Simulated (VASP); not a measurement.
A run of VASP 6.6.1 is set up as follows.

INCAR

```
SYSTEM = AgCl
  PREC = Accurate
  ENCUT = 520
  EDIFF = 1E-6
  ISMEAR = -1
  SIGMA = 0.02
  LREAL = .False.
  LASPH = .True.
  NELM = 100
  ALGO = Normal
  ISIF = 2
  LWAVE = .False.
  LCHARG = .False.
  NBANDS = 16
```

File KPOINTS:

```
Automatic mesh
0
Gamma
  8 8 8
  0 0 0
```

POSCAR

```
AgCl
1.0
    0.0000000000      2.8096430007      2.8096430007
    2.8096430007      0.0000000000      2.8096430007
    2.8096430007      2.8096430007      0.0000000000
Ag Cl
1 1
Direct
    0.5000000000      0.5000000000      0.5000000000
    0.0000000000      0.0000000000      0.0000000000
```

Potentials or basis: VASP PAW LDA potentials, release 64 (Ag, Cl).

Run with:

```console
$ cat potpaw_LDA.64/Ag/POTCAR potpaw_LDA.64/Cl/POTCAR > POTCAR
$ mpirun -np 1 vasp_std > vasp.out
```

Task: Estimate the pressure.

Result: -6.9 GPa.

Task: Estimate the band gap on the k mesh.

Result: 0.65 eV, indirect (least direct gap 2.80 eV).

 A k mesh can miss the band edges.
